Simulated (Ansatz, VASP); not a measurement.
## Two plane-wave programs on Pt

```xyz
1
Lattice="0.0000 2.1349 1.6674 2.1349 0.0000 1.6674 2.1349 2.1349 0.0000" Properties=species:S:1:pos:R:3 pbc="T T T"
Pt    0.0000    0.0000    0.0000
```

Alike in both runs: task single point; functional LDA; k mesh 22 × 22 × 22; occupations gaussian, width 0.15 eV; no spin polarisation.

```csv
,VASP,Ansatz
version,VASP 6.6.1,Ansatz 0.2.0
potentials or method,"VASP PAW LDA potentials, release 64 (Pt), cutoff 520 eV","scalar-relativistic, plane waves, PAW"
valence electrons in the cell,10,18
```

VASP gave:

* gap on the k mesh at the Fermi level (eV): none
* pressure (GPa): -5.1
* traceless stress, the component that is largest in VASP (GPa): 4.56

Q: What did Ansatz give for the same quantities?

A: gap on the k mesh at the Fermi level (eV): none; pressure (GPa): -5.8; traceless stress, the component that is largest in VASP (GPa): 4.56.

LDA's correlation is that of Perdew and Zunger in VASP and of Perdew and Wang (1992) in Ansatz. A gap of «none» marks a metal or a gap that the smearing closes. VASP's potentials hold 10 valence electrons a cell and Ansatz's 18, so a difference there can come from the potentials and not from the codes.

Spin-orbit coupling is off throughout.
